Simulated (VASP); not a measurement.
# Ba4O5 in VASP: relaxation of the atoms with PBE

Aim: the relaxation of the atoms of Ba4O5 with PBE.

All numbers are computed with VASP 6.6.1; they aren't measurements. Logs are shortened: lines on timing, memory, paths and dates and some standing lists are left out, and cuts for length are marked.

## Step 1: The cell of the first run

The cell holds a slab with vacuum, 9 atoms: a = 3.889 Å, b = 3.889 Å, c = 30.702 Å, α = 90.00°, β = 90.00°, γ = 120.00°.

## Step 2: Relaxation of the atoms, PBE

Contents of INCAR:

```
  PREC = Accurate
  ENCUT = 520
  EDIFF = 1E-7
  ISMEAR = 0
  SIGMA = 0.05
  LREAL = F
  LASPH = T
  NELM = 120
  ALGO = Normal
  ISIF = 2
  LWAVE = F
  LCHARG = F
  LDIPOL = T
  IDIPOL = 3
  DIPOL = 0.5 0.5 0.500
  GGA = PE
  IBRION = 2
  NSW = 60
  EDIFFG = -0.04
  GGA_COMPAT = F
  NELMIN = 4
  NELMDL = -8
  KPAR = 4
```

Contents of KPOINTS:

```
regular mesh
0
Gamma
  9 9 1
```

Contents of POSCAR:

```
Ba4O5
1.0
    3.8890873000      0.0000000000      0.0000000000
   -1.9445436500      3.3680484000      0.0000000000
    0.0000000000      0.0000000000     30.7017059139
O Ba
5 4
Selective dynamics
Direct
    0.3333333300      0.6666666700      0.2931433200  F F F
    0.0000000000      0.0000000000      0.3965716600  F F F
    0.6666666700      0.3333333300      0.5000000000  T T T
    0.3333333300      0.6666666700      0.6034283400  T T T
    0.0000000000      0.0000000000      0.7068566800  T T T
    0.6666666700      0.3333333300      0.3448574900  F F F
    0.3333333300      0.6666666700      0.4482858300  F F F
    0.0000000000      0.0000000000      0.5517141700  T T T
    0.6666666700      0.3333333300      0.6551425100  T T T
```

Potentials or basis: VASP PAW PBE potentials, release 64 (O, Ba_sv).

Run with:

```bash
cat potpaw_PBE.64/O/POTCAR potpaw_PBE.64/Ba_sv/POTCAR > POTCAR
mpirun -np 4 vasp_std > vasp.out
```

OUTCAR:

```text
PREC = Accurate
   ENCUT = 520
   EDIFF = 1E-7
   ISMEAR = 0
   LREAL = F
   LASPH = T
   NELM = 120
   ISIF = 2
   GGA = PE
   IBRION = 2
   NSW = 60
   EDIFFG = -0.04
   NELMIN = 4
   NELMDL = -8

 ion  position               nearest neighbor table
   1  0.333  0.667  0.293-   6 2.75   6 2.75   6 2.75
   2  0.000  0.000  0.397-   6 2.75   7 2.75   6 2.75   7 2.75   6 2.75   7 2.75
   3  0.667  0.333  0.500-   7 2.75   8 2.75   7 2.75   8 2.75   8 2.75   7 2.75
   4  0.333  0.667  0.603-   9 2.75   8 2.75   9 2.75   8 2.75   8 2.75   9 2.75
   5  0.000  0.000  0.707-   9 2.75   9 2.75   9 2.75
   6  0.667  0.333  0.345-   2 2.75   1 2.75   1 2.75   2 2.75   2 2.75   1 2.75   7 3.89   7 3.89
                             7 3.89
   7  0.333  0.667  0.448-   3 2.75   2 2.75   3 2.75   2 2.75   2 2.75   3 2.75   8 3.89   6 3.89
                             6 3.89   8 3.89   8 3.89   6 3.89
   8  0.000  0.000  0.552-   3 2.75   4 2.75   3 2.75   4 2.75   3 2.75   4 2.75   7 3.89   9 3.89
                             7 3.89   9 3.89   7 3.89   9 3.89
   9  0.667  0.333  0.655-   4 2.75   5 2.75   4 2.75   5 2.75   5 2.75   4 2.75   8 3.89   8 3.89
                             8 3.89

  LATTYP: Found a hexagonal cell.
 ALAT       =     3.8890873000
 C/A-ratio  =     7.8943216096

  Lattice vectors:

 A1 = (   3.8890873000,   0.0000000000,   0.0000000000)
 A2 = (  -1.9445436500,   3.3680484000,   0.0000000000)
 A3 = (   0.0000000000,   0.0000000000,  30.7017059139)

Analysis of symmetry for initial positions (statically):
=====================================================================
 Subroutine PRICEL returns:
 Original cell was already a primitive cell.

 Routine SETGRP: Setting up the symmetry group for a
 hexagonal supercell.

 Subroutine GETGRP returns: Found 12 space group operations
 (whereof  6 operations were pure point group operations)
 out of a pool of 24 trial point group operations.

The static configuration has the point symmetry C_3v.
 The point group associated with its full space group is D_3d.

Analysis of symmetry for dynamics (positions and initial velocities):
=====================================================================
 Subroutine PRICEL returns:
 Original cell was already a primitive cell.

 Routine SETGRP: Setting up the symmetry group for a
 hexagonal supercell.

 Subroutine GETGRP returns: Found 12 space group operations
 (whereof  6 operations were pure point group operations)
 out of a pool of 24 trial point group operations.

The dynamic configuration has the point symmetry C_3v.
 The point group associated with its full space group is D_3d.

Analysis of constrained symmetry for selective dynamics:
=====================================================================
 Subroutine PRICEL returns:
 Original cell was already a primitive cell.

 Routine SETGRP: Setting up the symmetry group for a
 hexagonal supercell.

 Subroutine GETGRP returns: Found  6 space group operations
 (whereof  6 operations were pure point group operations)
 out of a pool of 24 trial point group operations.

The constrained configuration has the point symmetry C_3v.

 Subroutine INISYM returns: Found  6 space group operations
 (whereof  6 operations are pure point group operations),
 and found     1 'primitive' translations

----------------------------------------------------------------------------------------

                                     Primitive cell

  volume of cell :     402.1504

  direct lattice vectors                    reciprocal lattice vectors
     3.889087300  0.000000000  0.000000000     0.257129738  0.148453924  0.000000000
    -1.944543650  3.368048400  0.000000000     0.000000000  0.296907847  0.000000000
     0.000000000  0.000000000 30.701705914     0.000000000  0.000000000  0.032571480

  length of vectors
     3.889087300  3.889087301 30.701705914     0.296907847  0.296907847  0.032571480

  position of ions in fractional coordinates (direct lattice)
     0.333333330  0.666666670  0.293143320
[... 53 lines left out ...]
  0.444444  0.000000  0.000000      6.000000
  0.111111  0.111111  0.000000      6.000000
  0.222222  0.111111  0.000000     12.000000
  0.333333  0.111111  0.000000     12.000000
  0.444444  0.111111  0.000000      6.000000
  0.222222  0.222222  0.000000      6.000000
  0.333333  0.222222  0.000000     12.000000
  0.333333  0.333333  0.000000      2.000000
   k-points           NKPTS =     12   k-points in BZ     NKDIM =     12   number of bands    NBANDS=     42
   number of dos      NEDOS =    301   number of ions     NIONS =      9
   total plane-waves  NPLWV = 216000
   dimension x,y,z NGX =    30 NGY =   30 NGZ =  240
   dimension x,y,z NGXF=    60 NGYF=   60 NGZF=  480
   ions per type =               5   4
   NGX,Y,Z   is equivalent  to a cutoff of  12.82, 12.82, 13.00 a.u.
   NGXF,Y,Z  is equivalent  to a cutoff of  25.65, 25.65, 25.99 a.u.
 SYSTEM =  unknown system
   PREC   = accura    normal or accurate (medium, high low for compatibility)
   ISTART =      0    job   : 0-new  1-cont  2-samecut
   ICHARG =      2    charge: 1-file 2-atom 10-const
   ISPIN  =      1    spin polarized calculation?
   LNONCOLLINEAR =      F non collinear calculations
   LSORBIT =      F    spin-orbit coupling
   LASPH  =      T    aspherical Exc in radial PAW
   ENCUT  =  520.0 eV  38.22 Ry    6.18 a.u.   7.23  7.23 57.08*2*pi/ulx,y,z
   NELM   =    120;   NELMIN=  4; NELMDL= -8     # of ELM steps
   EDIFF  = 0.1E-06   stopping-criterion for ELM
   LREAL  =      F    real-space projection
   EDIFFG = -.4E-01   stopping-criterion for IOM
   NSW    =     60    number of steps for IOM
   IBRION =      2    ionic relax: 0-MD 1-quasi-New 2-CG
   NFREE  =      1    steps in history (QN), initial steepest desc. (CG)
   ISIF   =      2    stress and relaxation
   ISYM   =      2    0-nonsym 1-usesym 2-fastsym
   POTIM  = 0.5000    time-step for ionic-motion
   TEBEG  =    0.0;   TEEND  =   0.0 temperature during run
   PSTRESS=    0.0 pullay stress
   NELECT =      70.0000    total number of electrons
   NUPDOWN=      -1.0000    fix difference up-down
   EMIN   =  10.00;   EMAX   =-10.00  energy-range for DOS
   EFERMI =   0.00;   METHOD = LEGACY
   ISMEAR =     0;   SIGMA  =   0.05  broadening in eV -4-tet -1-fermi 0-gaus
   EFERMI_NEDOS =   21; number of points for ismear=-14 and -15
   IALGO  =     38    algorithm
   IMIX   =      4    mixing-type and parameters
     AMIX     =   0.40;   BMIX     =  1.00
     AMIX_MAG =   1.60;   BMIX_MAG =  1.00
  volume/ion in A,a.u.               =      44.68       301.54
  Fermi-wavevector in a.u.,A,eV,Ry     =   0.914067  1.727336 11.367918  0.835518
  Thomas-Fermi vector in A             =   2.038651
   LORBIT       =      0    0 simple, 1 ext, 2 COOP (PROOUT), +10 PAW based schemes
   GGA     = PE    functional components
   LHFCALC =     F    Hartree Fock is set to
   AEXX    =    0.0000 exact exchange contribution
   IVDW    =     0    specifies the selected vdW correction
   LEPSILON=     F    determine dielectric tensor
   LRPA    =     F    only Hartree local field effects (RPA)
 conjugate gradient relaxation of ions
 non-spin polarized calculation
 Gauss-broadening in eV      SIGMA  =   0.05
  energy-cutoff  :      520.00
  volume of cell :      402.15
 maximum number of plane-waves:     10857
 NGX is ok and might be reduce to    30
   NGX = 15   NGY = 15   NGZ =115

--------------------------------------- Ionic step        1  -------------------------------------------

 number of electron      69.9999985 magnetization

 Free energy of the ion-electron system (eV)
  ---------------------------------------------------
  ext. energy  EPLUGINS =         0.00000000
  ---------------------------------------------------
  free energy    TOTEN  =       -48.30717615 eV

  energy without entropy =      -48.23729196  energy(sigma->0) =      -48.27223405

------------------------ aborting loop because EDIFF is reached ----------------------------------------

 vacuum level on the upper side and lower side of the slab       (xc-potential included)        -0.096        -0.095

  FORCE on cell =-STRESS in cart. coord.  units (eV):
  Direction    XX          YY          ZZ          XY          YZ          ZX
  --------------------------------------------------------------------------------------
  -------------------------------------------------------------------------------------
  Total        4.5272179      4.5272179     -1.3590303      0.0000000     -0.0000000      0.0000000
  in kB       18.0365496     18.0365496     -5.4144109      0.0000000     -0.0000000      0.0000000
  external PRESSURE =      10.2195628 kB  Pullay stress =       0.0000000 kB
[... 196 lines left out ...]
  FREE ENERGIE OF THE ION-ELECTRON SYSTEM (eV)
  ---------------------------------------------------
  free  energy   TOTEN  =       -49.1439881319 eV

  energy  without entropy=      -49.1015424083  energy(sigma->0) =      -49.12276527

 dipolmoment           0.000000      0.000000      0.197172 electrons x Angstroem

--------------------------------------- Ionic step        6  -------------------------------------------

 number of electron      69.9999981 magnetization

------------------------ aborting loop because EDIFF is reached ----------------------------------------
[... 81 lines left out ...]
--------------------------------------- Ionic step        8  -------------------------------------------

 number of electron      69.9999981 magnetization

 dipolmoment           0.000000      0.000000     -0.123333 electrons x Angstroem

 Free energy of the ion-electron system (eV)
  ---------------------------------------------------
  ext. energy  EPLUGINS =         0.00000000
  ---------------------------------------------------
  free energy    TOTEN  =       -49.16302388 eV

  energy without entropy =      -49.12090982  energy(sigma->0) =      -49.14196685

 E-fermi :  -3.5620     XC(G=0):  -4.7281

 val. band max:       -3.5621562696   @ k =   0.2222   0.2222   0.0000
 cond. band min:      -3.5551760964   @ k =   0.4444   0.0000   0.0000
 fundamental gap:      0.0069801731
 Fermi energy:        -3.5619606861

 k-point     1 :       0.0000    0.0000    0.0000
  band No.  band energies     occupation
      1     -29.2904      2.00000
      2     -29.1188      2.00000
      3     -29.0442      2.00000
      4     -28.5223      2.00000
      5     -19.3779      2.00000
      6     -19.0550      2.00000
[... 529 lines left out ...]
     41       1.9931      0.00000
     42       2.2789      0.00000

------------------------ aborting loop because EDIFF is reached ----------------------------------------

 vacuum level on the upper side and lower side of the slab       (xc-potential included)        -0.847         0.761

  FORCE on cell =-STRESS in cart. coord.  units (eV):
  Direction    XX          YY          ZZ          XY          YZ          ZX
  --------------------------------------------------------------------------------------
  -------------------------------------------------------------------------------------
  Total        5.6938046      5.6938046     -1.1384267     -0.0000000      0.0000000     -0.0000000
  in kB       22.6842603     22.6842603     -4.5355206     -0.0000000      0.0000000     -0.0000000
  external PRESSURE =      13.6110000 kB  Pullay stress =       0.0000000 kB
[... 24 lines left out ...]
  FREE ENERGIE OF THE ION-ELECTRON SYSTEM (eV)
  ---------------------------------------------------
  free  energy   TOTEN  =       -49.1630238778 eV

  energy  without entropy=      -49.1209098182  energy(sigma->0) =      -49.14196685

 reached required accuracy - stopping structural energy minimisation

 vacuum level on the upper side and lower side of the slab         3.170         4.837
```

Wall time 29 min (4 MPI ranks of Intel Xeon Platinum 8259CL at 2.50GHz (Skylake/Cascade Lake), shared host); peak memory 0.65 GiB.

What came out:

| Quantity | Value |
| --- | --- |
| Free energy | -49.1630 eV |
| Energy gained by relaxing | 95.1 meV/atom |
| Ionic steps | 8 |
| Band gap on the k mesh | zero (bands 35 and 36 overlap by 0.09 eV) |

The path:
```tsv
step	energy change (eV)	largest force on free atoms (eV/Å)	pressure (GPa)
1	0.0000	2.3810	1.02
2	-0.3862	1.7802	0.90
3	-0.7753	0.9509	1.22
4	-0.7787	0.9755	1.29
5	-0.8368	0.4598	1.34
6	-0.8519	0.1609	1.43
7	-0.8552	0.0665	1.39
8	-0.8558	0.0254	1.36
```

Final structure:
```
O Ba
1.0
     3.88909    0.00000    0.00000
    -1.94454    3.36805    0.00000
     0.00000    0.00000   30.70171
O Ba
5 4
Cartesian
  0.0000 2.2454 9.0000
  0.0000 0.0000 12.1754
  1.9445 1.1227 15.2898
  0.0000 2.2454 18.4593
  3.8891 0.0000 21.3978
  1.9445 1.1227 10.5877
  0.0000 2.2454 13.7631
  3.8891 0.0000 17.0926
  1.9445 1.1227 20.4880
```

Caveat: spin-orbit coupling is left out, which moves the levels of the heavy elements.
